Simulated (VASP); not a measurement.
# MgO in VASP: further runs

MgO is run at these levels: PBE; tasks: single point.

Program: VASP 6.6.1. These are calculated values, not measurements. Logs are shortened: lines on timing, memory, paths and dates and some standing lists are left out, and cuts for length are marked.

## Step 1: The cell of the first run

The structure is orthorhombic, space group Imm2 (No. 44). Conventional cell: a = 3.008 Å, b = 4.254 Å, c = 3.008 Å, α = 90.00°, β = 90.00°, γ = 90.00°. Mg (site symmetry mm2) has 6 O at 1.99 to 2.27 Å within 2.6 Å. O (site symmetry mm2) has 6 Mg at 1.99 to 2.27 Å within 2.6 Å.

## Step 2: Single point, PBE (mode 4 frozen in at -0.086 Å and mode 5 at -0.086 Å (largest displacements))

Input file INCAR:

```
ALGO = Normal
EDIFF = 1E-6
ENCUT = 520
GGA = PE
ISIF = 2
ISMEAR = 0
LASPH = T
LCHARG = F
LREAL = F
LWAVE = F
NBANDS = 11
NELM = 80
PREC = Accurate
SIGMA = 0.05
```

Input file KPOINTS:

```
k-points
0
Gamma
  10 10 10
```

Input file POSCAR:

```
MgO
1.0
    0.0000000000      2.1272186771      2.1272186771
    2.1272186771      0.0000000000      2.1272186771
    2.1272186771      2.1272186771      0.0000000000
Mg O
1 1
Direct
    0.0000000000      0.0000000000      0.0266123684
    0.5000000000      0.5000000000      0.4595716224
```

Potentials or basis: VASP PAW PBE potentials, release 64 (Mg, O).

Run with:

```console
cat potpaw_PBE.64/Mg/POTCAR potpaw_PBE.64/O/POTCAR > POTCAR
mpirun -np 1 vasp_std > vasp.out
```

OUTCAR:

```text
EDIFF = 1E-6
   ENCUT = 520
   GGA = PE
   ISIF = 2
   ISMEAR = 0
   LASPH = T
   LREAL = F
   NELM = 80
   PREC = Accurate

 ion  position               nearest neighbor table
   1  0.000  0.000  0.027-   2 1.99   2 1.99   2 2.14   2 2.14   2 2.27   2 2.27
   2  0.500  0.500  0.460-   1 1.99   1 1.99   1 2.14   1 2.14   1 2.27   1 2.27

  LATTYP: Found a face centered cubic cell.
 ALAT       =     4.2544373542

  Lattice vectors:

 A1 = (   0.0000000000,   2.1272186771,   2.1272186771)
 A2 = (   2.1272186771,   0.0000000000,   2.1272186771)
 A3 = (   2.1272186771,   2.1272186771,   0.0000000000)

Analysis of symmetry for initial positions (statically):
=====================================================================
 Subroutine PRICEL returns:
 Original cell was already a primitive cell.

 Routine SETGRP: Setting up the symmetry group for a
 face centered cubic supercell.

 Subroutine GETGRP returns: Found  4 space group operations
 (whereof  4 operations were pure point group operations)
 out of a pool of 48 trial point group operations.

The static configuration has the point symmetry C_2v.

Analysis of symmetry for dynamics (positions and initial velocities):
=====================================================================
 Subroutine PRICEL returns:
 Original cell was already a primitive cell.

 Routine SETGRP: Setting up the symmetry group for a
 face centered cubic supercell.

 Subroutine GETGRP returns: Found  4 space group operations
 (whereof  4 operations were pure point group operations)
 out of a pool of 48 trial point group operations.

The dynamic configuration has the point symmetry C_2v.

 Subroutine INISYM returns: Found  4 space group operations
 (whereof  4 operations are pure point group operations),
 and found     1 'primitive' translations

----------------------------------------------------------------------------------------

                                     Primitive cell

  volume of cell :      19.2516

  direct lattice vectors                    reciprocal lattice vectors
     0.000000000  2.127218677  2.127218677    -0.235048707  0.235048707  0.235048707
     2.127218677  0.000000000  2.127218677     0.235048707 -0.235048707  0.235048707
     2.127218677  2.127218677  0.000000000     0.235048707  0.235048707 -0.235048707

  length of vectors
     3.008341503  3.008341503  3.008341503     0.407116303  0.407116303  0.407116303

  position of ions in fractional coordinates (direct lattice)
     0.000000000  0.000000000  0.026612368
[... 88 lines left out ...]
   PSTRESS=    0.0 pullay stress
   NELECT =       8.0000    total number of electrons
   NUPDOWN=      -1.0000    fix difference up-down
   EMIN   =  10.00;   EMAX   =-10.00  energy-range for DOS
   EFERMI =   0.00;   METHOD = LEGACY
   ISMEAR =     0;   SIGMA  =   0.05  broadening in eV -4-tet -1-fermi 0-gaus
   EFERMI_NEDOS =   21; number of points for ismear=-14 and -15
   IALGO  =     38    algorithm
   IMIX   =      4    mixing-type and parameters
     AMIX     =   0.40;   BMIX     =  1.00
     AMIX_MAG =   1.60;   BMIX_MAG =  1.00
  volume/ion in A,a.u.               =       9.63        64.96
  Fermi-wavevector in a.u.,A,eV,Ry     =   1.221657  2.308597 20.305965  1.492446
  Thomas-Fermi vector in A             =   2.356832
   LORBIT       =      0    0 simple, 1 ext, 2 COOP (PROOUT), +10 PAW based schemes
   GGA     = PE    functional components
   LHFCALC =     F    Hartree Fock is set to
   AEXX    =    0.0000 exact exchange contribution
   IVDW    =     0    specifies the selected vdW correction
   LEPSILON=     F    determine dielectric tensor
   LRPA    =     F    only Hartree local field effects (RPA)
 non-spin polarized calculation
 Gauss-broadening in eV      SIGMA  =   0.05
  energy-cutoff  :      520.00
  volume of cell :       19.25
 maximum number of plane-waves:       534
 NGX is ok and might be reduce to    24
   NGX = 11   NGY = 11   NGZ = 11

 number of electron       8.0000004 magnetization

 Free energy of the ion-electron system (eV)
  ---------------------------------------------------
  ext. energy  EPLUGINS =         0.00000000
  ---------------------------------------------------
  free energy    TOTEN  =       -11.81131151 eV

  energy without entropy =      -11.81131151  energy(sigma->0) =      -11.81131151

 E-fermi :   3.1659     XC(G=0): -10.9222

 val. band max:        2.9357724011   @ k =   0.0000   0.0000   0.0000
 cond. band min:       7.3615959727   @ k =   0.0000   0.0000   0.0000
 fundamental gap:      4.4258235715
 Fermi energy:         3.1659288987

 k-point     1 :       0.0000    0.0000    0.0000
  band No.  band energies     occupation
      1     -14.1670      2.00000
      2       2.8707      2.00000
      3       2.9320      2.00000
      4       2.9358      2.00000
      5       7.3616      0.00000
      6      18.5822      0.00000
      7      18.7468      0.00000
      8      18.8206      0.00000
      9      22.3392      0.00000
     10      24.2200      0.00000
     11      24.2588      0.00000
[... 309 lines left out ...]
 k-point    24 :       0.1000    0.0000    0.4000
  band No.  band energies     occupation
      1     -13.1494      2.00000
      2      -0.8476      2.00000
      3       2.1362      2.00000
      4       2.2960      2.00000
      5      10.9480      0.00000
      6      14.8000      0.00000
      7      18.1573      0.00000
      8      19.5288      0.00000
      9      22.7604      0.00000
     10      24.9399      0.00000
     11      25.4488      0.00000

 [... further k-points ...]

------------------------ aborting loop because EDIFF is reached ----------------------------------------

  FORCE on cell =-STRESS in cart. coord.  units (eV):
  Direction    XX          YY          ZZ          XY          YZ          ZX
  --------------------------------------------------------------------------------------
  -------------------------------------------------------------------------------------
  Total        0.5937638      0.5937638     -0.1900891     -0.1332952      0.0000000      0.0000000
  in kB       49.4148985     49.4148985    -15.8198176    -11.0932486      0.0000000      0.0000000
  external PRESSURE =      27.6699931 kB  Pullay stress =       0.0000000 kB

 VOLUME and BASIS-vectors are now :
 -----------------------------------------------------------------------------
  energy-cutoff  :      520.00
  volume of cell :       19.25
      direct lattice vectors                 reciprocal lattice vectors
     0.000000000  2.127218677  2.127218677    -0.235048707  0.235048707  0.235048707
     2.127218677  0.000000000  2.127218677     0.235048707 -0.235048707  0.235048707
     2.127218677  2.127218677  0.000000000     0.235048707  0.235048707 -0.235048707

 POSITION                                       TOTAL-FORCE (eV/Angst)
 -----------------------------------------------------------------------------------
      0.05661      0.05661      0.00000        -0.725174     -0.725174     -0.000000
      2.04122      2.04122      2.12722         0.725174      0.725174      0.000000
 -----------------------------------------------------------------------------------
    total drift:                                0.000131      0.000131     -0.000000

  FREE ENERGIE OF THE ION-ELECTRON SYSTEM (eV)
  ---------------------------------------------------
  free  energy   TOTEN  =       -11.8113115135 eV

  energy  without entropy=      -11.8113115135  energy(sigma->0) =      -11.81131151
```

OSZICAR:

```text
N       E                     dE             d eps       ncg     rms          rms(c)
DAV:   1     0.136742859200E+02    0.13674E+02   -0.45474E+03  4306   0.640E+02
DAV:   2    -0.128482132102E+02   -0.26522E+02   -0.25841E+02  4305   0.135E+02
DAV:   3    -0.134314488870E+02   -0.58324E+00   -0.58277E+00  4569   0.172E+01
DAV:   4    -0.134329035159E+02   -0.14546E-02   -0.14546E-02  4140   0.990E-01
DAV:   5    -0.134329083237E+02   -0.48078E-05   -0.48078E-05  4464   0.557E-02    0.734E+00
DAV:   6    -0.118317721941E+02    0.16011E+01   -0.93307E+00  4014   0.166E+01    0.228E+00
DAV:   7    -0.118178527883E+02    0.13919E-01   -0.65009E-02  4176   0.219E+00    0.137E+00
DAV:   8    -0.118118441289E+02    0.60087E-02   -0.31695E-02  3972   0.198E+00    0.261E-01
DAV:   9    -0.118112671225E+02    0.57701E-03   -0.14377E-03  4380   0.269E-01    0.110E-01
DAV:  10    -0.118113078673E+02   -0.40745E-04   -0.30185E-04  4197   0.136E-01    0.106E-02
DAV:  11    -0.118113105339E+02   -0.26666E-05   -0.68370E-06  4416   0.236E-02    0.964E-03
DAV:  12    -0.118113115135E+02   -0.97959E-06   -0.48326E-06  4044   0.162E-02
   1 F= -.11811312E+02 E0= -.11811312E+02  d E =-.265155E-13
```

It took 21 s on 1 thread of Intel Xeon 6975P-C, shared host; peak memory 0.16 GiB.

What came out:

| Property | Result |
| --- | --- |
| Free energy | -11.8113 eV |
| Pressure | 2.8 GPa |
| Largest force | 1.026 eV/Å |
| Band gap on the k mesh | 4.43 eV, direct |

Forces in eV/Å, atoms in the order of the input:
```
Mg  -0.725 -0.725  0.000
O    0.725  0.725  0.000
```

Stress tensor (GPa, compression positive):
```
 4.94 -1.11  0.00
-1.11  4.94  0.00
 0.00  0.00 -1.58
```

Levels at points of the mesh, in eV from the valence-band top:
| k point | band 1 | band 2 | band 3 | band 4 | band 5 | band 6 | band 7 | band 8 | band 9 |
| --- | --- | --- | --- | --- | --- | --- | --- | --- | --- |
| (0.00, 0.00, 0.00) | -17.10 | -0.07 | 0.00 | 0.00 | 4.43 | 15.65 | 15.81 | 15.88 | 19.40 |
| (0.50, 0.00, 0.00) | -15.91 | -4.46 | -0.61 | -0.56 | 7.69 | 12.06 | 15.94 | 16.22 | 20.31 |
| (0.00, 0.00, 0.50) | -15.90 | -4.46 | -0.66 | -0.59 | 7.78 | 12.17 | 15.98 | 16.13 | 20.39 |
| (0.50, 0.50, 0.00) | -15.65 | -3.94 | -1.34 | -1.28 | 9.20 | 9.49 | 12.82 | 18.41 | 18.89 |
| (0.00, 0.50, 0.50) | -15.66 | -3.92 | -1.30 | -1.29 | 9.17 | 9.44 | 12.83 | 18.52 | 18.71 |

Caveat: the cell differs from its parent crystal (mode 4 frozen in at -0.086 Å and mode 5 at -0.086 Å (largest displacements)); forces of over 1 eV/Å act on the atoms, so gaps and moduli don't describe the material at rest.

## Step 3: Single point, PBE (mode 4 frozen in at -0.215 Å and mode 5 at -0.129 Å (largest displacements))

Input file INCAR:

```
PREC = Accurate
ENCUT = 520
EDIFF = 1E-7
ISMEAR = 0
SIGMA = 0.05
LREAL = False
LASPH = True
NELM = 80
ALGO = Normal
ISIF = 2
LWAVE = False
LCHARG = True
GGA = PE
LELF = True
LVHAR = True
NBANDS = 11
```

Input file KPOINTS:

```
Automatic mesh
0
Gamma
  10 10 10
```

Input file POSCAR:

```
MgO
1.0
    0.0000000000      2.1272186771      2.1272186771
    2.1272186771      0.0000000000      2.1272186771
    2.1272186771      2.1272186771      0.0000000000
Mg O
1 1
Direct
   -0.0133061842      0.0133061842      0.0532247368
    0.5202141888      0.4797858112      0.4191432447
```

Potentials or basis: VASP PAW PBE potentials, release 64 (Mg, O).

Run with:

```console
cat potpaw_PBE.64/Mg/POTCAR potpaw_PBE.64/O/POTCAR > POTCAR
mpirun -np 1 vasp_std > vasp.out
```

It took 39 s on 1 thread of Intel Xeon 6975P-C, shared host; peak memory 0.19 GiB.

The run converged. Its results:

- Free energy: -11.3919 eV
- Pressure: 15.6 GPa
- Largest force: 3.180 eV/Å
- Band gap on the k mesh: 4.38 eV, indirect (least direct gap 4.39 eV)

Forces on the atoms (eV/Å):
```
Mg  -3.097 -0.719  0.000
O    3.097  0.719  0.000
```

Stress tensor (GPa, compression positive):
```
40.75 -6.47  0.00
-6.47  9.66  0.00
 0.00  0.00 -3.63
```

Levels at points of the mesh, in eV from the valence-band top:
```csv
k point,band 1,band 2,band 3,band 4,band 5,band 6,band 7,band 8
"(0.00, 0.00, 0.00)",-17.07,-0.23,-0.01,-0.01,4.38,15.75,16.41,16.61
"(0.50, 0.00, 0.00)",-15.91,-4.37,-0.57,-0.39,7.68,11.60,15.86,16.62
"(0.00, 0.00, 0.50)",-15.91,-4.36,-0.76,-0.51,7.98,11.87,15.95,16.45
"(0.50, 0.50, 0.00)",-15.65,-3.86,-1.42,-1.22,8.94,9.80,12.94,18.18
"(0.00, 0.50, 0.50)",-15.66,-3.72,-1.26,-1.23,8.88,9.34,12.88,18.61
"(0.50, 0.00, 0.50)",-15.65,-3.82,-1.33,-1.23,8.98,9.54,12.93,18.43
```

Caveat: the cell differs from its parent crystal (mode 4 frozen in at -0.215 Å and mode 5 at -0.129 Å (largest displacements)); forces of over 1 eV/Å act on the atoms, so gaps and moduli don't describe the material at rest.

(Part 1 of 2 ends here.)
